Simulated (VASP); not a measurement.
Runs of VASP 6.6.1 on Au. The structure is that of space group I4/mmm (No. 139), or close to it. The cells are those of the table. 

```csv
cell,further INCAR settings,gap on the mesh (eV),pressure (GPa)
"a = 3.156, b = 3.156, c = 2.577 Å, angles 65.9, 65.9, 48.2°, 1 atom",ALGO = Fast; EDIFF = 1e-06; NBANDS = 12,none,13.1
"a = 2.816, b = 2.816, c = 3.339 Å, angles 53.6, 53.6, 72.7°, 1 atom",ALGO = Fast; EDIFF = 1e-06; NBANDS = 12,none,-0.8
"a = 2.946, b = 2.946, c = 2.802 Å, angles 61.6, 61.6, 56.8°, 1 atom",ALGO = Fast; EDIFF = 1e-07; NBANDS = 12,none,-0.8
"a = 3.074, b = 3.074, c = 2.651 Å, angles 64.5, 64.5, 51.1°, 1 atom",ALGO = Fast; EDIFF = 1e-06; NBANDS = 12,none,5.7
"a = 2.818, b = 2.818, c = 3.143 Å, angles 56.1, 56.1, 67.8°, 1 atom",ALGO = Fast; EDIFF = 1e-06; NBANDS = 12,none,(a)
"a = 2.834, b = 2.834, c = 3.054 Å, angles 57.4, 57.4, 65.2°, 1 atom",ALGO = Fast; EDIFF = 1e-07; NBANDS = 12,none,-1.0
"a = 3.007, b = 3.007, c = 2.722 Å, angles 63.1, 63.1, 53.8°, 1 atom",ALGO = Fast; EDIFF = 1e-07; NBANDS = 12,none,1.4
"a = 3.221, b = 3.221, c = 2.527 Å, angles 66.9, 66.9, 46.2°, 1 atom",ALGO = Fast; EDIFF = 1e-06; NBANDS = 12,none,(b)
```

Alike in all rows: task single point; level PBEsol; potentials or basis VASP PAW PBE potentials, release 64 (Au); no spin polarisation; k mesh 22 × 22 × 22; cutoff (eV) 520; smearing gaussian 0.15 eV.

Question: Estimate the missing entries.

Answer: (a) -0.9; (b) 20.2.

Caveats: the PAW data sets were made with another functional, which shifts forces and pressure a little; spin-orbit coupling is left out, which moves the levels of the heavy elements; the stress differs along the axes, from -11 to 25 GPa (at least some runs); the stress differs along the axes, from -9 to 13 GPa (at least some runs); the stress differs along the axes, from -6 to 5 GPa (at least some runs); the stress differs along the axes, from -10 to 35 GPa (at least some runs).

A k mesh can miss the band edges, and the runs leave out spin-orbit coupling on Au.

A gap of «none» marks levels without a gap at the run's occupations.
